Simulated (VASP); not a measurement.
Runs of VASP 6.6.1 on SnO. The structure is that of space group P4/nmm (No. 129), or close to it. The cells are those of the table. 

```tsv
cell	k mesh	gap on the mesh (eV)	pressure (GPa)	largest force (eV/Å)
a = 4.034, b = 4.034, c = 4.520 Å, 4 atoms	14 × 14 × 12	0.71	-5.3	(b)
a = 3.820, b = 3.820, c = 4.875 Å, 4 atoms	12 × 12 × 10	0.12	-0.8	0.08
a = 3.958, b = 3.958, c = 4.639 Å, 4 atoms	14 × 14 × 12	0.43	-4.8	0.19
a = 3.805, b = 3.805, c = 4.753 Å, 4 atoms	12 × 12 × 10	none	(a)	0.09
a = 3.814, b = 3.814, c = 4.887 Å, 4 atoms	6 × 6 × 4	0.14	-0.3	0.17
```

Alike in all rows: task single point; level PBEsol; potentials or basis VASP PAW PBE potentials, release 64 (Sn_d, O); no spin polarisation; cutoff (eV) 520; smearing gaussian 0.1 eV.

Question: Fill in the values left out.

Answer: (a) 0.2; (b) 0.07.

Caveats: the PAW data sets were made with another functional, which shifts forces and pressure a little; spin-orbit coupling is left out, which moves the levels of the heavy elements.

A k mesh can miss the band edges, and the runs leave out spin-orbit coupling on Sn.

A gap of «none» marks levels without a gap at the run's occupations.
